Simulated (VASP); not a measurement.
# Rh (P6_3/mmc) in VASP: settings compared, part 2 of 2

VASP 6.6.1. The steps go on from the part before.

## 4. Single point, PBEsol

INCAR reads:

```
PREC = Accurate
ENCUT = 520
EDIFF = 1E-6
ISMEAR = 0
SIGMA = 0.05
LREAL = F
LASPH = T
NELM = 60
ALGO = Fast
ISIF = 2
LWAVE = F
LCHARG = T
GGA = PS
LELF = T
LVHAR = T
NBANDS = 22
```

KPOINTS reads:

```
Automatic mesh
0
Gamma
  15 15 8
```

POSCAR reads:

```
Rh
1.0
    2.7309790422      0.0000000000      0.0000000000
   -1.3654895211      2.3650972278      0.0000000000
    0.0000000000      0.0000000000      4.4284890000
Rh
2
Direct
    0.3333333333      0.6666666667      0.2500000000
    0.6666666667      0.3333333333      0.7500000000
```

Potentials or basis: VASP PAW PBE potentials, release 64 (Rh_pv).

Launch:

```sh
cat potpaw_PBE.64/Rh_pv/POTCAR > POTCAR
mpirun -np 1 vasp_std > vasp.out
```

OUTCAR:

```text
PREC = Accurate
   ENCUT = 520
   EDIFF = 1E-6
   ISMEAR = 0
   LREAL = F
   LASPH = T
   NELM = 60
   ISIF = 2
   GGA = PS

 ion  position               nearest neighbor table
   1  0.333  0.667  0.250-   2 2.72   2 2.72   2 2.72   2 2.72   2 2.72   2 2.72
   2  0.667  0.333  0.750-   1 2.72   1 2.72   1 2.72   1 2.72   1 2.72   1 2.72

  LATTYP: Found a hexagonal cell.
 ALAT       =     2.7309790422
 C/A-ratio  =     1.6215756077

  Lattice vectors:

 A1 = (   2.7309790422,   0.0000000000,   0.0000000000)
 A2 = (  -1.3654895211,   2.3650972278,   0.0000000000)
 A3 = (   0.0000000000,   0.0000000000,   4.4284890000)

Analysis of symmetry for initial positions (statically):
=====================================================================
 Subroutine PRICEL returns:
 Original cell was already a primitive cell.

 Routine SETGRP: Setting up the symmetry group for a
 hexagonal supercell.

 Subroutine GETGRP returns: Found 24 space group operations
 (whereof 12 operations were pure point group operations)
 out of a pool of 24 trial point group operations.

The static configuration has the point symmetry D_3d.
 The point group associated with its full space group is D_6h.

Analysis of symmetry for dynamics (positions and initial velocities):
=====================================================================
 Subroutine PRICEL returns:
 Original cell was already a primitive cell.

 Routine SETGRP: Setting up the symmetry group for a
 hexagonal supercell.

 Subroutine GETGRP returns: Found 24 space group operations
 (whereof 12 operations were pure point group operations)
 out of a pool of 24 trial point group operations.

The dynamic configuration has the point symmetry D_3d.
[... 112 lines left out ...]
   NUPDOWN=      -1.0000    fix difference up-down
   EMIN   =  10.00;   EMAX   =-10.00  energy-range for DOS
   EFERMI =   0.00;   METHOD = LEGACY
   ISMEAR =     0;   SIGMA  =   0.05  broadening in eV -4-tet -1-fermi 0-gaus
   EFERMI_NEDOS =   21; number of points for ismear=-14 and -15
   IALGO  =     68    algorithm
   IMIX   =      4    mixing-type and parameters
     AMIX     =   0.40;   BMIX     =  1.00
     AMIX_MAG =   1.60;   BMIX_MAG =  1.00
  volume/ion in A,a.u.               =      14.30        96.51
  Fermi-wavevector in a.u.,A,eV,Ry     =   1.663314  3.143208 37.642066  2.766614
  Thomas-Fermi vector in A             =   2.750053
   LORBIT       =      0    0 simple, 1 ext, 2 COOP (PROOUT), +10 PAW based schemes
   GGA     = PS    functional components
   LHFCALC =     F    Hartree Fock is set to
   AEXX    =    0.0000 exact exchange contribution
   IVDW    =     0    specifies the selected vdW correction
   LEPSILON=     F    determine dielectric tensor
   LRPA    =     F    only Hartree local field effects (RPA)
 non-spin polarized calculation
 RMM-DIIS sequential band-by-band and
 Gauss-broadening in eV      SIGMA  =   0.05
  energy-cutoff  :      520.00
  volume of cell :       28.60
 maximum number of plane-waves:       785
   NGX = 11   NGY = 11   NGZ = 17

 number of electron      30.0000009 magnetization

 Free energy of the ion-electron system (eV)
  ---------------------------------------------------
  ext. energy  EPLUGINS =         0.00000000
  ---------------------------------------------------
  free energy    TOTEN  =       -16.12707441 eV

  energy without entropy =      -16.12225417  energy(sigma->0) =      -16.12466429

 E-fermi :  11.1226     XC(G=0): -13.9645

 val. band max:       11.1208679397   @ k =   0.2667   0.2000   0.3750
 cond. band min:      11.1293882600   @ k =   0.3333   0.1333   0.3750
 fundamental gap:      0.0085203203
 Fermi energy:        11.1225666720

 k-point     1 :       0.0000    0.0000    0.0000
  band No.  band energies     occupation
      1     -35.8771      2.00000
      2     -35.2958      2.00000
      3     -35.2958      2.00000
      4     -35.2240      2.00000
      5     -35.2026      2.00000
      6     -35.2026      2.00000
[... 589 lines left out ...]
     21      23.0848      0.00000
     22      25.2603      0.00000

 [... further k-points ...]

------------------------ aborting loop because EDIFF is reached ----------------------------------------

  FORCE on cell =-STRESS in cart. coord.  units (eV):
  Direction    XX          YY          ZZ          XY          YZ          ZX
  --------------------------------------------------------------------------------------
  -------------------------------------------------------------------------------------
  Total       -2.3477960     -2.3477960     -2.7413616      0.0000000     -0.0000000      0.0000000
  in kB     -131.5067353   -131.5067353   -153.5514663      0.0000000     -0.0000000      0.0000000
  external PRESSURE =    -138.8549790 kB  Pullay stress =       0.0000000 kB

 VOLUME and BASIS-vectors are now :
 -----------------------------------------------------------------------------
  energy-cutoff  :      520.00
  volume of cell :       28.60
      direct lattice vectors                 reciprocal lattice vectors
     2.730979042  0.000000000  0.000000000     0.366169049  0.211407799  0.000000000
    -1.365489521  2.365097228  0.000000000     0.000000000  0.422815599  0.000000000
     0.000000000  0.000000000  4.428489000     0.000000000  0.000000000  0.225810655

 POSITION                                       TOTAL-FORCE (eV/Angst)
 -----------------------------------------------------------------------------------
     -0.00000      1.57673      1.10712         0.000000     -0.000000      0.000000
      1.36549      0.78837      3.32137        -0.000000      0.000000      0.000000
 -----------------------------------------------------------------------------------
    total drift:                               -0.000000      0.000000     -0.000000

  FREE ENERGIE OF THE ION-ELECTRON SYSTEM (eV)
  ---------------------------------------------------
  free  energy   TOTEN  =       -16.1270744095 eV

  energy  without entropy=      -16.1222541682  energy(sigma->0) =      -16.12466429
```

Run time: 1.8 min. Hardware: 1 thread of Intel Xeon 8259CL, shared host; peak memory 0.19 GiB.

Results:

| Property | Result |
| --- | --- |
| Free energy | -16.1271 eV |
| Pressure | -13.9 GPa |
| Band gap on the k mesh | zero (bands 15 and 16 overlap by 2.17 eV) |

Stress tensor (GPa, compression positive):
```
-13.15   0.00   0.00
  0.00 -13.15   0.00
  0.00   0.00 -15.36
```

Caveat: the cell stands under tension; the PAW data sets were made with another functional, which shifts forces and pressure a little.

## 5. Single point, PBEsol

INCAR reads:

```
  PREC = Accurate
  ENCUT = 520
  EDIFF = 1E-6
  ISMEAR = 0
  SIGMA = 0.05
  LREAL = F
  LASPH = T
  NELM = 60
  ALGO = Fast
  ISIF = 2
  LWAVE = F
  LCHARG = F
  GGA = PS
  NBANDS = 22
```

KPOINTS reads:

```
regular mesh
0
Gamma
  18 18 10
```

POSCAR is that of step 4.

Potentials or basis: VASP PAW PBE potentials, release 64 (Rh_pv).

Launch:

```sh
cat potpaw_PBE.64/Rh_pv/POTCAR > POTCAR
mpirun -np 1 vasp_std > vasp.out
```

OUTCAR:

```text
PREC = Accurate
   ENCUT = 520
   EDIFF = 1E-6
   ISMEAR = 0
   LREAL = F
   LASPH = T
   NELM = 60
   ISIF = 2
   GGA = PS

 ion  position               nearest neighbor table
   1  0.333  0.667  0.250-   2 2.72   2 2.72   2 2.72   2 2.72   2 2.72   2 2.72
   2  0.667  0.333  0.750-   1 2.72   1 2.72   1 2.72   1 2.72   1 2.72   1 2.72

  LATTYP: Found a hexagonal cell.
 ALAT       =     2.7309790422
 C/A-ratio  =     1.6215756077

  Lattice vectors:

 A1 = (   2.7309790422,   0.0000000000,   0.0000000000)
 A2 = (  -1.3654895211,   2.3650972278,   0.0000000000)
 A3 = (   0.0000000000,   0.0000000000,   4.4284890000)

Analysis of symmetry for initial positions (statically):
=====================================================================
 Subroutine PRICEL returns:
 Original cell was already a primitive cell.

 Routine SETGRP: Setting up the symmetry group for a
 hexagonal supercell.

 Subroutine GETGRP returns: Found 24 space group operations
 (whereof 12 operations were pure point group operations)
[... 161 lines left out ...]
  ext. energy  EPLUGINS =         0.00000000
  ---------------------------------------------------
  free energy    TOTEN  =       -16.12900590 eV

  energy without entropy =      -16.12398889  energy(sigma->0) =      -16.12649739

 E-fermi :  11.1425     XC(G=0): -13.9643

 val. band max:       11.1388507626   @ k =   0.0000   0.0000   0.3000
 cond. band min:      11.1435333574   @ k =   0.3889  -0.0000   0.2000
 fundamental gap:      0.0046825949
 Fermi energy:        11.1424814482

 k-point     1 :       0.0000    0.0000    0.0000
  band No.  band energies     occupation
      1     -35.8767      2.00000
      2     -35.2935      2.00000
      3     -35.2935      2.00000
      4     -35.2236      2.00000
      5     -35.2002      2.00000
      6     -35.2002      2.00000
[... 589 lines left out ...]
     21      22.7527      0.00000
     22      25.6381      0.00000

 [... further k-points ...]

------------------------ aborting loop because EDIFF is reached ----------------------------------------

  FORCE on cell =-STRESS in cart. coord.  units (eV):
  Direction    XX          YY          ZZ          XY          YZ          ZX
  --------------------------------------------------------------------------------------
  -------------------------------------------------------------------------------------
  Total       -2.3466925     -2.3466925     -2.7487428     -0.0000000      0.0000000      0.0000000
  in kB     -131.4449269   -131.4449269   -153.9649106     -0.0000000      0.0000000      0.0000000
  external PRESSURE =    -138.9515882 kB  Pullay stress =       0.0000000 kB

 VOLUME and BASIS-vectors are now :
 -----------------------------------------------------------------------------
  energy-cutoff  :      520.00
  volume of cell :       28.60
      direct lattice vectors                 reciprocal lattice vectors
     2.730979042  0.000000000  0.000000000     0.366169049  0.211407799  0.000000000
    -1.365489521  2.365097228  0.000000000     0.000000000  0.422815599  0.000000000
     0.000000000  0.000000000  4.428489000     0.000000000  0.000000000  0.225810655

 POSITION                                       TOTAL-FORCE (eV/Angst)
 -----------------------------------------------------------------------------------
     -0.00000      1.57673      1.10712        -0.000000      0.000000      0.000000
      1.36549      0.78837      3.32137         0.000000     -0.000000      0.000000
 -----------------------------------------------------------------------------------
    total drift:                               -0.000000      0.000000     -0.000000

  FREE ENERGIE OF THE ION-ELECTRON SYSTEM (eV)
  ---------------------------------------------------
  free  energy   TOTEN  =       -16.1290058957 eV

  energy  without entropy=      -16.1239888875  energy(sigma->0) =      -16.12649739
```

stdout:

```text
POSCAR found type information on POSCAR Rh
 POSCAR found :  1 types and       2 ions
 scaLAPACK will be used
 -----------------------------------------------------------------------------
|                                                                             |
|                                                                             |
|     You enforced a specific xc type in the INCAR file but a different       |
|     I HOPE YOU KNOW WHAT YOU ARE DOING!                                     |
|                                                                             |
 -----------------------------------------------------------------------------

 LDA part: xc-table for (Slater+PW92), standard interpolation
 POSCAR, INCAR and KPOINTS ok, starting setup
 FFT: planning ... GRIDC
 FFT: planning ... GRID_SOFT
 FFT: planning ... GRID
 WAVECAR not read
 entering main loop
```

Wall time 2.6 min (1 thread of Intel Xeon 8259CL, shared host); peak memory 0.22 GiB.

Results:

```yaml
Free_energy: -16.1290 eV
Pressure: -13.9 GPa
Band_gap_on_the_k_mesh: zero (bands 15 and 16 overlap by 2.28 eV)
```

Stress tensor (GPa, compression positive):
```
-13.14   0.00   0.00
  0.00 -13.14   0.00
  0.00   0.00 -15.40
```

Levels at points of the mesh, in eV from the Fermi level:
```csv
k point,band 12,band 13,band 14,band 15,band 16,band 17,band 18,band 19
"(0.00, 0.00, 0.00)",-2.38,-2.38,-1.80,-1.80,0.12,0.12,0.66,8.14
"(0.50, 0.00, 0.00)",-2.15,-2.08,0.41,0.57,0.69,2.88,4.90,9.97
"(0.00, 0.00, 0.50)",-2.97,-2.97,-2.97,-0.42,-0.42,-0.42,-0.42,14.58
"(0.50, 0.00, 0.50)",-1.58,-0.31,-0.31,0.58,0.58,2.56,2.56,8.90
```

Caveat: the cell stands under tension; the PAW data sets were made with another functional, which shifts forces and pressure a little.

## 6. Single point, PBE0

This run uses another cell than the first one, of 13.51 Å³/atom.

POSCAR reads:

```
Rh
1.0
    2.7119205526      0.0000000000      0.0000000000
   -1.3559602763      2.3485920916      0.0000000000
    0.0000000000      0.0000000000      4.2423353680
Rh
2
Direct
    0.3333333333      0.6666666667      0.2500000000
    0.6666666667      0.3333333333      0.7500000000
```

INCAR.step1 reads:

```
SYSTEM = Rh
  ALGO = Normal
  EDIFF = 1E-5
  ENCUT = 520
  GGA = PE
  ISIF = 2
  ISMEAR = -1
  LASPH = .TRUE.
  LCHARG = .FALSE.
  LREAL = .FALSE.
  LWAVE = .TRUE.
  NBANDS = 22
  NELM = 100
  PREC = Accurate
  SIGMA = 0.05
```

INCAR.step2 reads:

```
SYSTEM = Rh
  AEXX = 0.25
  ALGO = Normal
  EDIFF = 1E-6
  ENCUT = 520
  GGA = PE
  ISIF = 2
  ISMEAR = -1
  ISTART = 1
  LASPH = .TRUE.
  LCHARG = .FALSE.
  LHFCALC = .TRUE.
  LREAL = .FALSE.
  LWAVE = .FALSE.
  NBANDS = 22
  NELM = 100
  PREC = Accurate
  PRECFOCK = Normal
  SIGMA = 0.05
```

KPOINTS reads:

```
k-points
0
G
  6 6 3
  0 0 0
```

Potentials or basis: VASP PAW PBE potentials, release 64 (Rh_pv).

Launch:

```sh
cat potpaw_PBE.64/Rh_pv/POTCAR > POTCAR
cp INCAR.step1 INCAR
mpirun -np 1 vasp_std > vasp.out
cp INCAR.step2 INCAR
mpirun -np 1 vasp_std > vasp.out
```

Wall time 35 min (1 thread of Intel Xeon Platinum 8259CL at 2.50GHz (Skylake/Cascade Lake), shared host); peak memory 0.16 GiB.

The run converged. Its results:

* Free energy: -18.4253 eV
* Pressure: 0.7 GPa
* Band gap on the k mesh: zero (bands 15 and 16 overlap by 3.38 eV)

Stress tensor (GPa, compression positive):
```
 1.86  0.00  0.00
 0.00  1.86  0.00
 0.00  0.00 -1.69
```

Levels at points of the mesh, in eV from the Fermi level:
```csv
k point,band 13,band 14,band 15,band 16,band 17,band 18
"(0.00, 0.00, 0.00)",-3.27,-2.86,-2.86,0.99,0.99,1.92
"(0.50, 0.00, 0.00)",-2.65,0.86,1.27,1.63,4.13,6.60
```

Caveat: the k points lie up to 0.49 Å⁻¹ apart, too coarse for converged energies and pressures of a metal; the PAW data sets were made with another functional, which shifts forces and pressure a little.

## 7. The runs side by side

| level | cell | k mesh | smearing | grid for exact exchange (PRECFOCK) | share of exact exchange | gap on the mesh (eV) | pressure (GPa) |
| --- | --- | --- | --- | --- | --- | --- | --- |
| PBEsol | a = 2.731, b = 2.731, c = 4.428 Å, angles 90.0, 90.0, 120.0°, 2 atoms | 10 × 10 × 6 | gaussian 0.05 eV | - | - | none | -13.8 |
| PBEsol | a = 2.731, b = 2.731, c = 4.428 Å, angles 90.0, 90.0, 120.0°, 2 atoms | 13 × 13 × 7 | gaussian 0.05 eV | - | - | none | -13.8 |
| PBEsol | a = 2.731, b = 2.731, c = 4.428 Å, angles 90.0, 90.0, 120.0°, 2 atoms | 15 × 15 × 8 | gaussian 0.05 eV | - | - | none | -13.9 |
| PBEsol | a = 2.731, b = 2.731, c = 4.428 Å, angles 90.0, 90.0, 120.0°, 2 atoms | 18 × 18 × 10 | gaussian 0.05 eV | - | - | none | -13.9 |
| PBE0 | a = 2.712, b = 2.712, c = 4.242 Å, angles 90.0, 90.0, 120.0°, 2 atoms | 6 × 6 × 3 | fermi-dirac 0.05 eV | Normal | 0.25 | none | 0.7 |

Alike in all rows: task single point; potentials or basis VASP PAW PBE potentials, release 64 (Rh_pv); no spin polarisation; cutoff (eV) 520.

Caveats: some runs use coarse meshes; the PAW data sets were made with another functional, which shifts forces and pressure a little; the cell stands under tension (at least some runs).

Total energies depend on the potentials used, so only differences within one code and one set of settings carry meaning.
